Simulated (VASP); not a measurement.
Runs of VASP 6.6.1 on Os2Au. The structure is that of space group P6/mmm (No. 191), or close to it. The cells are those of the table. 

```csv
task,cell,k mesh,cutoff (eV),gap on the mesh (eV),pressure (GPa)
single point,"a = 4.420, b = 4.420, c = 2.803 Å, angles 90.0, 90.0, 120.0°, 3 atoms",6 × 6 × 6,520,none,(a)
single point,"a = 4.091, b = 4.091, c = 2.877 Å, angles 90.0, 90.0, 120.0°, 3 atoms",6 × 6 × 6,520,none,59.8
relaxation of cell and atoms,"relaxed from a = 4.091, b = 4.091, c = 2.877 Å, angles 90.0, 90.0, 120.0°, 3 atoms",6 × 6 × 6,600,none,0.0
single point,"a = 4.430, b = 4.430, c = 2.789 Å, angles 90.0, 90.0, 120.0°, 3 atoms",12 × 12 × 16,520,none,-0.4
```

Alike in all rows: level PBE; potentials or basis VASP PAW PBE potentials, release 64 (Os, Au); no spin polarisation; smearing gaussian 0.1 eV.

**Question.** Estimate the missing entries.

**Answer.** (a) -0.3.

Caveats: some runs use coarse meshes; spin-orbit coupling is left out, which moves the levels of the heavy elements.

A k mesh can miss the band edges, and the runs leave out spin-orbit coupling on Au, Os.

A gap of «none» marks levels without a gap at the run's occupations.
